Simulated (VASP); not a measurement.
# Ta4H3 (P-3m1) in VASP: single point with PBE

Aim: the single point of Ta4H3 with PBE.

Program: VASP 6.6.1. These are calculated values, not measurements. Logs are shortened: lines on timing, memory, paths and dates and some standing lists are left out, and cuts for length are marked.

### Step 1. The cell of the first run

Symmetry: P-3m1, No. 164, trigonal system. The conventional cell has a = 4.626 Å, b = 4.626 Å, c = 5.077 Å, α = 90.00°, β = 90.00°, γ = 120.00°. Ta (site symmetry 3m) has 3 H at 2.15 Å and 3 Ta at 2.70 Å within 2.8 Å. Ta (site symmetry 3m) has 5 Ta at 2.46 to 2.70 Å and 6 H at 2.66 Å within 3.2 Å. Within 2.8 Å of H (site symmetry 2/m) lie 6 Ta at 2.15 to 2.66 Å and 4 H at 2.31 Å.

The cell was generated, and may not be a known phase.

### Step 2. Single point, PBE

File INCAR:

```
ALGO = Normal
EDIFF = 1E-6
ENCUT = 500
GGA = PE
GGA_COMPAT = False
ISIF = 2
ISMEAR = 0
LASPH = True
LCHARG = False
LREAL = False
LWAVE = False
NBANDS = 32
NELM = 120
PREC = Accurate
SIGMA = 0.2
```

File KPOINTS:

```
k-points
0
Gamma
  5 5 3
```

File POSCAR:

```
Ta4H3
1.0
    4.6260543246     -0.0000000033      0.0000000000
   -2.3130271595      4.0062805661      0.0000000000
    0.0000000000      0.0000000000      5.0771156495
Ta H
4 3
Direct
    0.3333333333      0.6666666667      0.3312388588
    0.6666666667      0.3333333333      0.6687611412
    0.0000000000      0.0000000000      0.2580139443
    0.0000000000      0.0000000000      0.7419860557
    0.5000000000      0.0000000000      0.0000000000
    0.0000000000      0.5000000000      0.0000000000
    0.5000000000      0.5000000000      0.0000000000
```

Potentials or basis: VASP PAW PBE potentials, release 64 (Ta_pv, H).

On the command line:

```
cat potpaw_PBE.64/Ta_pv/POTCAR potpaw_PBE.64/H/POTCAR > POTCAR
mpirun -np 1 vasp_std > vasp.out
```

OUTCAR:

```text
EDIFF = 1E-6
   ENCUT = 500
   GGA = PE
   ISIF = 2
   ISMEAR = 0
   LASPH = True
   LREAL = False
   NELM = 120
   PREC = Accurate

 ion  position               nearest neighbor table
   1  0.333  0.667  0.331-   6 2.15   5 2.15   7 2.15   3 2.70   3 2.70   3 2.70   2 3.17   2 3.17
                             2 3.17   4 3.39   4 3.39   4 3.39
   2  0.667  0.333  0.669-   6 2.15   5 2.15   7 2.15   4 2.70   4 2.70   4 2.70   1 3.17   1 3.17
                             1 3.17   3 3.39   3 3.39   3 3.39
   3  0.000  0.000  0.258-   4 2.46   4 2.62   1 2.70   1 2.70   1 2.70   2 3.39   2 3.39   2 3.39

   4  0.000  0.000  0.742-   3 2.46   3 2.62   2 2.70   2 2.70   2 2.70   1 3.39   1 3.39   1 3.39

   5  0.500  0.000  0.000-   1 2.15   2 2.15
   6  0.000  0.500  0.000-   1 2.15   2 2.15
   7  0.500  0.500  0.000-   1 2.15   2 2.15

  LATTYP: Found a hexagonal cell.
 ALAT       =     4.6260543246
 C/A-ratio  =     1.0975045456

  Lattice vectors:

 A1 = (   4.6260543246,  -0.0000000033,   0.0000000000)
 A2 = (  -2.3130271595,   4.0062805661,   0.0000000000)
 A3 = (   0.0000000000,   0.0000000000,   5.0771156495)

Analysis of symmetry for initial positions (statically):
=====================================================================
 Subroutine PRICEL returns:
 Original cell was already a primitive cell.

 Routine SETGRP: Setting up the symmetry group for a
 hexagonal supercell.

 Subroutine GETGRP returns: Found 12 space group operations
 (whereof 12 operations were pure point group operations)
 out of a pool of 24 trial point group operations.

The static configuration has the point symmetry D_3d.

Analysis of symmetry for dynamics (positions and initial velocities):
=====================================================================
 Subroutine PRICEL returns:
 Original cell was already a primitive cell.

 Routine SETGRP: Setting up the symmetry group for a
 hexagonal supercell.

 Subroutine GETGRP returns: Found 12 space group operations
 (whereof 12 operations were pure point group operations)
 out of a pool of 24 trial point group operations.

The dynamic configuration has the point symmetry D_3d.

 Subroutine INISYM returns: Found 12 space group operations
 (whereof 12 operations are pure point group operations),
 and found     1 'primitive' translations

[... 92 lines left out ...]
   LREAL  =      F    real-space projection
   EDIFFG = 0.1E-04   stopping-criterion for IOM
   NSW    =      0    number of steps for IOM
   IBRION =     -1    ionic relax: 0-MD 1-quasi-New 2-CG
   NFREE  =      0    steps in history (QN), initial steepest desc. (CG)
   ISIF   =      2    stress and relaxation
   ISYM   =      2    0-nonsym 1-usesym 2-fastsym
   POTIM  = 0.5000    time-step for ionic-motion
   TEBEG  =    0.0;   TEEND  =   0.0 temperature during run
   PSTRESS=    0.0 pullay stress
   NELECT =      47.0000    total number of electrons
   NUPDOWN=      -1.0000    fix difference up-down
   EMIN   =  10.00;   EMAX   =-10.00  energy-range for DOS
   EFERMI =   0.00;   METHOD = LEGACY
   ISMEAR =     0;   SIGMA  =   0.20  broadening in eV -4-tet -1-fermi 0-gaus
   EFERMI_NEDOS =   21; number of points for ismear=-14 and -15
   IALGO  =     38    algorithm
   IMIX   =      4    mixing-type and parameters
     AMIX     =   0.40;   BMIX     =  1.00
     AMIX_MAG =   1.60;   BMIX_MAG =  1.00
  volume/ion in A,a.u.               =      13.44        90.71
  Fermi-wavevector in a.u.,A,eV,Ry     =   1.298926  2.454614 22.955868  1.687209
  Thomas-Fermi vector in A             =   2.430223
   LORBIT       =      0    0 simple, 1 ext, 2 COOP (PROOUT), +10 PAW based schemes
   GGA     = PE    functional components
   LHFCALC =     F    Hartree Fock is set to
   AEXX    =    0.0000 exact exchange contribution
   IVDW    =     0    specifies the selected vdW correction
   LEPSILON=     F    determine dielectric tensor
   LRPA    =     F    only Hartree local field effects (RPA)
 non-spin polarized calculation
 Gauss-broadening in eV      SIGMA  =   0.20
  energy-cutoff  :      500.00
  volume of cell :       94.10
 maximum number of plane-waves:      2413
 NGX is ok and might be reduce to    36
   NGX = 17   NGY = 17   NGZ = 19

 number of electron      47.0000008 magnetization

 Free energy of the ion-electron system (eV)
  ---------------------------------------------------
  ext. energy  EPLUGINS =         0.00000000
  ---------------------------------------------------
  free energy    TOTEN  =       -52.31055280 eV

  energy without entropy =      -52.24420572  energy(sigma->0) =      -52.27737926

 E-fermi :   4.1589     XC(G=0): -11.4934

 val. band max:        4.0986753732   @ k =   0.0000   0.4000   0.3333
 cond. band min:       4.1794347375   @ k =   0.2000   0.2000   0.0000
 fundamental gap:      0.0807593643
 Fermi energy:         4.1589306814

 k-point     1 :       0.0000    0.0000    0.0000
  band No.  band energies     occupation
      1     -30.7103      2.00000
      2     -30.3226      2.00000
      3     -30.2772      2.00000
      4     -30.2727      2.00000
      5     -30.2727      2.00000
      6     -30.2329      2.00000
[... 409 lines left out ...]
     31       7.7651      0.00000
     32       8.0959      0.00000

------------------------ aborting loop because EDIFF is reached ----------------------------------------

  FORCE on cell =-STRESS in cart. coord.  units (eV):
  Direction    XX          YY          ZZ          XY          YZ          ZX
  --------------------------------------------------------------------------------------
  -------------------------------------------------------------------------------------
  Total        0.1226722      0.1226722      0.0817651     -0.0000000      0.0000000      0.0000000
  in kB        2.0887560      2.0887560      1.3922258     -0.0000000      0.0000000      0.0000000
  external PRESSURE =       1.8565793 kB  Pullay stress =       0.0000000 kB

 VOLUME and BASIS-vectors are now :
 -----------------------------------------------------------------------------
  energy-cutoff  :      500.00
  volume of cell :       94.10
      direct lattice vectors                 reciprocal lattice vectors
     4.626054325 -0.000000003  0.000000000     0.216166938  0.124804040  0.000000000
    -2.313027159  4.006280566  0.000000000     0.000000000  0.249608080  0.000000000
     0.000000000  0.000000000  5.077115649     0.000000000  0.000000000  0.196962226

 POSITION                                       TOTAL-FORCE (eV/Angst)
 -----------------------------------------------------------------------------------
      0.00000      2.67085      1.68174         0.000000      0.000000      0.006153
      2.31303      1.33543      3.39538        -0.000000     -0.000000     -0.006153
      0.00000      0.00000      1.30997        -0.000000      0.000000     -0.012997
      0.00000      0.00000      3.76715         0.000000     -0.000000      0.012997
      2.31303     -0.00000      0.00000         0.000000     -0.000000     -0.000000
     -1.15651      2.00314      0.00000         0.000000     -0.000000     -0.000000
      1.15651      2.00314      0.00000         0.000000     -0.000000     -0.000000
 -----------------------------------------------------------------------------------
    total drift:                                0.000000     -0.000000     -0.000000

  FREE ENERGIE OF THE ION-ELECTRON SYSTEM (eV)
  ---------------------------------------------------
  free  energy   TOTEN  =       -52.3105528018 eV

  energy  without entropy=      -52.2442057168  energy(sigma->0) =      -52.27737926
```

stdout:

```text
POSCAR found type information on POSCAR TaH
 POSCAR found :  2 types and       7 ions
 scaLAPACK will be used
 LDA part: xc-table for (Slater+PW92), standard interpolation
 POSCAR, INCAR and KPOINTS ok, starting setup
 FFT: planning ... GRIDC
 FFT: planning ... GRID_SOFT
 FFT: planning ... GRID
 WAVECAR not read
 entering main loop
```

Wall time 1.8 min (1 thread of Intel Xeon 8259CL, shared host); peak memory 0.18 GiB.

What came out:

- Free energy: -52.3106 eV
- Pressure: 0.2 GPa
- Largest force: 0.013 eV/Å
- Band gap on the k mesh: zero (an odd number of electrons rules out a gap without spin polarisation)

Forces on the atoms (eV/Å):
```
Ta   0.000  0.000  0.006
Ta   0.000  0.000 -0.006
Ta   0.000  0.000 -0.013
Ta   0.000  0.000  0.013
H    0.000  0.000  0.000
H    0.000  0.000  0.000
H    0.000  0.000  0.000
```

Caveat: the k points lie up to 0.41 Å⁻¹ apart, too coarse for converged energies and pressures of a metal; spin-orbit coupling is left out, which moves the levels of the heavy elements; an odd number of electrons without spin polarisation forces a metal; a magnetic or distorted state may lie lower.

The gap in the log of VASP goes by the Fermi energy; the results here count the filled bands.